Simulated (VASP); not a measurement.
# C (P6_3/mmc) in VASP: notebook

C is run at these levels: PBE; tasks: single point.

All numbers are computed with VASP 6.6.1; they aren't measurements. Logs are shortened: lines on timing, memory, paths and dates and some standing lists are left out, and cuts for length are marked.

## (1) The cell of the first run

The structure is hexagonal, space group P6_3/mmc (No. 194). Conventional cell: a = 2.407 Å, b = 2.407 Å, c = 5.224 Å, α = 90.00°, β = 90.00°, γ = 120.00°. Within 1.9 Å of C (site symmetry -6m2) lie 3 C at 1.39 Å. Within 1.9 Å of C (site symmetry -6m2) lie 3 C at 1.39 Å.

## (2) Single point, PBE

Contents of INCAR:

```
PREC = Accurate
ENCUT = 520
EDIFF = 1E-6
ISMEAR = 0
SIGMA = 0.1
LREAL = False
LASPH = True
NELM = 60
ALGO = Normal
ISIF = 2
LWAVE = False
LCHARG = False
GGA = PE
NBANDS = 16
```

Contents of KPOINTS:

```
Automatic mesh
0
Gamma
  21 21 8
```

Contents of POSCAR:

```
C
1.0
    2.4073611821      0.0000000000      0.0000000000
   -1.2036805911      2.0848359398      0.0000000000
    0.0000000000      0.0000000000      5.2240445481
C
4
Direct
    0.0000000000      0.0000000000      0.2500000000
    0.0000000000      0.0000000000      0.7500000000
    0.3333333333      0.6666666667      0.2500000000
    0.6666666667      0.3333333333      0.7500000000
```

Potentials or basis: VASP PAW PBE potentials, release 64 (C).

The run is started by

```bash
> cat potpaw_PBE.64/C/POTCAR > POTCAR
> mpirun -np 1 vasp_std > vasp.out
```

OUTCAR:

```text
PREC = Accurate
   ENCUT = 520
   EDIFF = 1E-6
   ISMEAR = 0
   LREAL = False
   LASPH = True
   NELM = 60
   ISIF = 2
   GGA = PE

 ion  position               nearest neighbor table
   1  0.000  0.000  0.250-   3 1.39   3 1.39   3 1.39
   2  0.000  0.000  0.750-   4 1.39   4 1.39   4 1.39
   3  0.333  0.667  0.250-   1 1.39   1 1.39   1 1.39
   4  0.667  0.333  0.750-   2 1.39   2 1.39   2 1.39

  LATTYP: Found a hexagonal cell.
 ALAT       =     2.4073611821
 C/A-ratio  =     2.1700294027

  Lattice vectors:

 A1 = (   2.4073611821,   0.0000000000,   0.0000000000)
 A2 = (  -1.2036805911,   2.0848359398,   0.0000000000)
 A3 = (   0.0000000000,   0.0000000000,   5.2240445481)

Analysis of symmetry for initial positions (statically):
=====================================================================
 Subroutine PRICEL returns:
 Original cell was already a primitive cell.

 Routine SETGRP: Setting up the symmetry group for a
 hexagonal supercell.

 Subroutine GETGRP returns: Found 24 space group operations
 (whereof 12 operations were pure point group operations)
 out of a pool of 24 trial point group operations.

The static configuration has the point symmetry D_3d.
 The point group associated with its full space group is D_6h.

Analysis of symmetry for dynamics (positions and initial velocities):
=====================================================================
 Subroutine PRICEL returns:
 Original cell was already a primitive cell.

 Routine SETGRP: Setting up the symmetry group for a
 hexagonal supercell.

 Subroutine GETGRP returns: Found 24 space group operations
 (whereof 12 operations were pure point group operations)
 out of a pool of 24 trial point group operations.

The dynamic configuration has the point symmetry D_3d.
 The point group associated with its full space group is D_6h.

 Subroutine INISYM returns: Found 24 space group operations
 (whereof 12 operations are pure point group operations),
 and found     1 'primitive' translations

----------------------------------------------------------------------------------------

                                     Primitive cell

  volume of cell :      26.2192

  direct lattice vectors                    reciprocal lattice vectors
     2.407361182  0.000000000  0.000000000     0.415392591  0.239827025  0.000000000
    -1.203680591  2.084835940  0.000000000     0.000000000  0.479654049  0.000000000
     0.000000000  0.000000000  5.224044548     0.000000000  0.000000000  0.191422564

  length of vectors
[... 91 lines left out ...]
   NFREE  =      0    steps in history (QN), initial steepest desc. (CG)
   ISIF   =      2    stress and relaxation
   ISYM   =      2    0-nonsym 1-usesym 2-fastsym
   POTIM  = 0.5000    time-step for ionic-motion
   TEBEG  =    0.0;   TEEND  =   0.0 temperature during run
   PSTRESS=    0.0 pullay stress
   NELECT =      16.0000    total number of electrons
   NUPDOWN=      -1.0000    fix difference up-down
   EMIN   =  10.00;   EMAX   =-10.00  energy-range for DOS
   EFERMI =   0.00;   METHOD = LEGACY
   ISMEAR =     0;   SIGMA  =   0.10  broadening in eV -4-tet -1-fermi 0-gaus
   EFERMI_NEDOS =   21; number of points for ismear=-14 and -15
   IALGO  =     38    algorithm
   IMIX   =      4    mixing-type and parameters
     AMIX     =   0.40;   BMIX     =  1.00
     AMIX_MAG =   1.60;   BMIX_MAG =  1.00
  volume/ion in A,a.u.               =       6.55        44.23
  Fermi-wavevector in a.u.,A,eV,Ry     =   1.388593  2.624059 26.234607  1.928189
  Thomas-Fermi vector in A             =   2.512704
   LORBIT       =      0    0 simple, 1 ext, 2 COOP (PROOUT), +10 PAW based schemes
   GGA     = PE    functional components
   LHFCALC =     F    Hartree Fock is set to
   AEXX    =    0.0000 exact exchange contribution
   IVDW    =     0    specifies the selected vdW correction
   LEPSILON=     F    determine dielectric tensor
   LRPA    =     F    only Hartree local field effects (RPA)
 non-spin polarized calculation
 Gauss-broadening in eV      SIGMA  =   0.10
  energy-cutoff  :      520.00
  volume of cell :       26.22
 maximum number of plane-waves:       733
 NGX is ok and might be reduce to    18
   NGX =  9   NGY =  9   NGZ = 19

 number of electron      16.0000002 magnetization

 Free energy of the ion-electron system (eV)
  ---------------------------------------------------
  ext. energy  EPLUGINS =         0.00000000
  ---------------------------------------------------
  free energy    TOTEN  =       -35.95027623 eV

  energy without entropy =      -35.94982916  energy(sigma->0) =      -35.95005270

 E-fermi :   7.6216     XC(G=0): -12.2072

 val. band max:        7.6167978101   @ k =   0.2857   0.2857   0.0000
 cond. band min:       7.6354577252   @ k =   0.3333   0.3333   0.5000
 fundamental gap:      0.0186599151
 Fermi energy:         7.6215859282

 k-point     1 :       0.0000    0.0000    0.0000
  band No.  band energies     occupation
      1     -13.1699      2.00000
      2     -11.6017      2.00000
      3      -2.8255      2.00000
      4       2.9921      2.00000
      5       4.6766      2.00000
      6       4.6766      2.00000
[... 433 lines left out ...]
      3      -0.8735      2.00000
      4       0.1951      2.00000
      5       0.7314      2.00000
      6       1.9248      2.00000
[... 8 lines left out ...]
     15      21.0572      0.00000
     16      24.4772      0.00000

 [... further k-points ...]

------------------------ aborting loop because EDIFF is reached ----------------------------------------

  FORCE on cell =-STRESS in cart. coord.  units (eV):
  Direction    XX          YY          ZZ          XY          YZ          ZX
  --------------------------------------------------------------------------------------
  -------------------------------------------------------------------------------------
  Total        6.7085481      6.7085481      6.5440454     -0.0000000      0.0000000      0.0000000
  in kB      409.9388771    409.9388771    399.8866249     -0.0000000      0.0000000      0.0000000
  external PRESSURE =     406.5881263 kB  Pullay stress =       0.0000000 kB

 VOLUME and BASIS-vectors are now :
 -----------------------------------------------------------------------------
  energy-cutoff  :      520.00
  volume of cell :       26.22
      direct lattice vectors                 reciprocal lattice vectors
     2.407361182  0.000000000  0.000000000     0.415392591  0.239827025  0.000000000
    -1.203680591  2.084835940  0.000000000     0.000000000  0.479654049  0.000000000
     0.000000000  0.000000000  5.224044548     0.000000000  0.000000000  0.191422564

 POSITION                                       TOTAL-FORCE (eV/Angst)
 -----------------------------------------------------------------------------------
      0.00000      0.00000      1.30601        -0.000000      0.000000     -0.000000
      0.00000      0.00000      3.91803         0.000000     -0.000000     -0.000000
     -0.00000      1.38989      1.30601        -0.000000      0.000000      0.000000
      1.20368      0.69495      3.91803         0.000000      0.000000      0.000000
 -----------------------------------------------------------------------------------
    total drift:                                0.000000     -0.000000      0.000000

  FREE ENERGIE OF THE ION-ELECTRON SYSTEM (eV)
  ---------------------------------------------------
  free  energy   TOTEN  =       -35.9502762279 eV

  energy  without entropy=      -35.9498291629  energy(sigma->0) =      -35.95005270
```

Run time: 36 s. Hardware: 1 thread of Intel Xeon 6975P-C (Granite Rapids), shared host; peak memory 0.18 GiB.

What came out:

- Free energy: -35.9503 eV
- Pressure: 40.7 GPa
- Band gap on the k mesh: zero (bands 8 and 9 overlap by 0.32 eV)

Levels at points of the mesh, in eV from the Fermi level:
```
           k point  band 6  band 7  band 8  band 9  band 10  band 11
(0.00, 0.00, 0.00)   -2.94   -2.78   -2.78    7.76     8.75     8.75
(0.00, 0.00, 0.50)   -2.86   -2.86   -2.86    8.89     8.89     8.89
```

Caveat: the cell stands under pressure; this functional lacks dispersion, which binds the layers, so the pressure and a relaxed spacing across them are unreliable.

## (3) Single point, PBE

This run uses another cell than the first one, of 8.50 Å³/atom.

Contents of INCAR:

```
SYSTEM = C
  PREC = Accurate
  ENCUT = 520
  EDIFF = 1E-7
  ISMEAR = 0
  SIGMA = 0.1
  LREAL = .FALSE.
  LASPH = .TRUE.
  NELM = 60
  ALGO = Normal
  ISIF = 2
  LWAVE = .FALSE.
  LCHARG = .FALSE.
  GGA = PE
  NBANDS = 16
```

Contents of KPOINTS:

```
regular mesh
0
G
  21 21 6
  0 0 0
```

Contents of POSCAR:

```
C
1.0
    2.4559181299      0.0000000000      0.0000000000
   -1.2279590650      2.1268874901      0.0000000000
    0.0000000000      0.0000000000      6.5061409809
C
4
Direct
    0.0000000000      0.0000000000      0.2500000000
    0.0000000000      0.0000000000      0.7500000000
    0.3333333333      0.6666666667      0.2500000000
    0.6666666667      0.3333333333      0.7500000000
```

Potentials or basis: VASP PAW PBE potentials, release 64 (C).

The run is started by

```bash
> cat potpaw_PBE.64/C/POTCAR > POTCAR
> mpirun -np 1 vasp_std > vasp.out
```

Run time: 37 s. Hardware: 1 thread of Intel Xeon 6975P-C (Granite Rapids), shared host; peak memory 0.19 GiB.

Results (log left out):

```
Free energy            : -36.8103 eV
Pressure               : 5.5 GPa
Band gap on the k mesh : zero (bands 8 and 9 overlap by 0.04 eV)
```

Stress tensor (GPa, compression positive):
```
5.80 0.00 0.00
0.00 5.80 0.00
0.00 0.00 4.95
```

Levels at points of the mesh, in eV from the Fermi level:
```
           k point  band 4  band 5  band 6  band 7  band 8  band 9  band 10  band 11  band 12  band 13
(0.00, 0.00, 0.00)   -6.43   -3.00   -3.00   -2.97   -2.97    4.53     8.40     8.40     8.47     8.47
(0.00, 0.00, 0.50)   -7.69   -2.99   -2.99   -2.99   -2.99    7.42     7.42     8.44     8.44     8.44
```

Caveat: the cell stands under pressure; this functional lacks dispersion, which binds the layers, so the pressure and a relaxed spacing across them are unreliable.

## (4) Single point, PBE

This run uses another cell than the first one, of 7.26 Å³/atom.

Contents of INCAR:

```
PREC     = Accurate       # precision mode
ENCUT    = 520            # plane-wave cutoff, eV
EDIFF    = 1E-6           # SCF threshold, eV
ISMEAR   = 0              # smearing method
SIGMA    = 0.1            # smearing width, eV
LREAL    = False          # projectors in reciprocal space
LASPH    = True           # aspherical terms in the spheres
NELM     = 60             # most SCF steps
ALGO     = Normal         # electronic algorithm
ISIF     = 2              # what is computed and relaxed
LWAVE    = False          # write WAVECAR
LCHARG   = False          # write CHGCAR
GGA      = PE             # functional
NBANDS   = 16             # bands
```

Contents of KPOINTS:

```
Automatic mesh
0
Gamma
  21 21 8
```

Contents of POSCAR:

```
C
1.0
    2.4323864680      0.0000000000      0.0000000000
   -1.2161932340      2.1065084732      0.0000000000
    0.0000000000      0.0000000000      5.6689001051
C
4
Direct
    0.0000000000      0.0000000000      0.2500000000
    0.0000000000      0.0000000000      0.7500000000
    0.3333333333      0.6666666667      0.2500000000
    0.6666666667      0.3333333333      0.7500000000
```

The run is started by

```bash
> cat potpaw_PBE.64/C/POTCAR > POTCAR
> mpirun -np 1 vasp_std > vasp.out
```

It took 39 s on 1 thread of Intel Xeon 6975P-C (Granite Rapids), shared host; peak memory 0.19 GiB.

The run converged. Its results:

```
Free energy            : -36.4661 eV
Pressure               : 20.5 GPa
Band gap on the k mesh : zero (bands 8 and 9 overlap by 0.16 eV)
```

Stress tensor (GPa, compression positive):
```
20.86  0.00  0.00
 0.00 20.86  0.00
 0.00  0.00 19.83
```

Levels at points of the mesh, in eV from the Fermi level:
```
           k point  band 6  band 7  band 8  band 9  band 10  band 11
(0.00, 0.00, 0.00)   -2.93   -2.84   -2.84    6.27     8.61     8.61
(0.00, 0.00, 0.50)   -2.88   -2.88   -2.88    8.70     8.70     8.70
```

Caveat: the cell stands under pressure; this functional lacks dispersion, which binds the layers, so the pressure and a relaxed spacing across them are unreliable.

## (5) Single point, PBE

This run uses another cell than the first one, of 9.24 Å³/atom.

Contents of INCAR:

```
SYSTEM = C
PREC = Accurate
ENCUT = 520
EDIFF = 1E-6
ISMEAR = 0
SIGMA = 0.1
LREAL = .FALSE.
LASPH = .TRUE.
NELM = 100
ALGO = Normal
ISIF = 2
LWAVE = .FALSE.
LCHARG = .FALSE.
GGA = PE
NBANDS = 16
```

Contents of KPOINTS:

```
regular mesh
0
G
  21 21 6
  0 0 0
```

Contents of POSCAR:

```
C
1.0
    2.4619160116      0.0000000000      0.0000000000
   -1.2309580058      2.1320818081      0.0000000000
    0.0000000000      0.0000000000      7.0446084944
C
4
Direct
    0.0000000000      0.0000000000      0.2500000000
    0.0000000000      0.0000000000      0.7500000000
    0.3333333333      0.6666666667      0.2500000000
    0.6666666667      0.3333333333      0.7500000000
```

The run is started by

```bash
> cat potpaw_PBE.64/C/POTCAR > POTCAR
> mpirun -np 1 vasp_std > vasp.out
```

Run time: 39 s. Hardware: 1 thread of Intel Xeon 6975P-C (Granite Rapids), shared host; peak memory 0.2 GiB.

The run converged. Its results:

* Free energy: -36.8729 eV
* Pressure: 2.4 GPa
* Band gap on the k mesh: zero (bands 8 and 9 overlap by 0.01 eV)

Stress tensor (GPa, compression positive):
```
2.66 0.00 0.00
0.00 2.66 0.00
0.00 0.00 1.86
```

Levels at points of the mesh, in eV from the Fermi level:
| k point | band 4 | band 5 | band 6 | band 7 | band 8 | band 9 | band 10 | band 11 | band 12 | band 13 |
| --- | --- | --- | --- | --- | --- | --- | --- | --- | --- | --- |
| (0.00, 0.00, 0.00) | -6.83 | -3.02 | -3.02 | -3.01 | -3.01 | 3.91 | 8.35 | 8.35 | 8.38 | 8.38 |
| (0.00, 0.00, 0.50) | -7.65 | -3.02 | -3.02 | -3.02 | -3.02 | 6.19 | 6.19 | 8.36 | 8.36 | 8.36 |

Caveat: this functional lacks dispersion, which binds the layers, so the pressure and a relaxed spacing across them are unreliable.

## (6) Single point, PBE

This run uses another cell than the first one, of 7.91 Å³/atom.

Contents of INCAR:

```
SYSTEM = C
PREC = Accurate
ENCUT = 520
EDIFF = 1E-6
ISMEAR = 0
SIGMA = 0.1
LREAL = .False.
LASPH = .True.
NELM = 80
ALGO = Normal
ISIF = 2
LWAVE = .False.
LCHARG = .False.
GGA = PE
NBANDS = 16
```

Contents of KPOINTS:

```
regular mesh
0
Gamma
  21 21 8
  0 0 0
```

Contents of POSCAR:

```
C
1.0
    2.4473881312      0.0000000000      0.0000000000
   -1.2236940656      2.1195002946      0.0000000000
    0.0000000000      0.0000000000      6.0959217356
C
4
Direct
    0.0000000000      0.0000000000      0.2500000000
    0.0000000000      0.0000000000      0.7500000000
    0.3333333333      0.6666666667      0.2500000000
    0.6666666667      0.3333333333      0.7500000000
```

Potentials or basis: VASP PAW PBE potentials, release 64 (C).

The run is started by

```bash
> cat potpaw_PBE.64/C/POTCAR > POTCAR
> mpirun -np 1 vasp_std > vasp.out
```

Wall time 42 s (1 thread of Intel Xeon 6975P-C (Granite Rapids), shared host); peak memory 0.2 GiB.

The run converged. Its results:

```yaml
Free_energy: -36.7014 eV
Pressure: 10.5 GPa
Band_gap_on_the_k_mesh: zero (bands 8 and 9 overlap by 0.08 eV)
```

Stress tensor (GPa, compression positive):
```
10.79  0.00  0.00
 0.00 10.79  0.00
 0.00  0.00  9.88
```

Levels at points of the mesh, in eV from the Fermi level:
| k point | band 5 | band 6 | band 7 | band 8 | band 9 | band 10 | band 11 | band 12 |
| --- | --- | --- | --- | --- | --- | --- | --- | --- |
| (0.00, 0.00, 0.00) | -2.97 | -2.97 | -2.92 | -2.92 | 5.23 | 8.48 | 8.48 | 8.59 |
| (0.00, 0.00, 0.50) | -2.95 | -2.95 | -2.95 | -2.95 | 8.54 | 8.54 | 8.54 | 8.54 |

Caveat: the cell stands under pressure; this functional lacks dispersion, which binds the layers, so the pressure and a relaxed spacing across them are unreliable.

## (7) Summary

```csv
cell,k mesh,gap on the mesh (eV),pressure (GPa)
"a = 2.407, b = 2.407, c = 5.224 Å, angles 90.0, 90.0, 120.0°, 4 atoms",21 × 21 × 8,none,40.7
"a = 2.456, b = 2.456, c = 6.506 Å, angles 90.0, 90.0, 120.0°, 4 atoms",21 × 21 × 6,none,5.5
"a = 2.432, b = 2.432, c = 5.669 Å, angles 90.0, 90.0, 120.0°, 4 atoms",21 × 21 × 8,none,20.5
"a = 2.462, b = 2.462, c = 7.045 Å, angles 90.0, 90.0, 120.0°, 4 atoms",21 × 21 × 6,none,2.4
"a = 2.447, b = 2.447, c = 6.096 Å, angles 90.0, 90.0, 120.0°, 4 atoms",21 × 21 × 8,none,10.5
```

Alike in all rows: task single point; level PBE; potentials or basis VASP PAW PBE potentials, release 64 (C); no spin polarisation; cutoff (eV) 520; smearing gaussian 0.1 eV.

Caveats: this functional lacks dispersion, which binds the layers, so the pressure and a relaxed spacing across them are unreliable; the cell stands under pressure (at least some runs).

Total energies depend on the potentials used, so only differences within one code and one set of settings carry meaning.
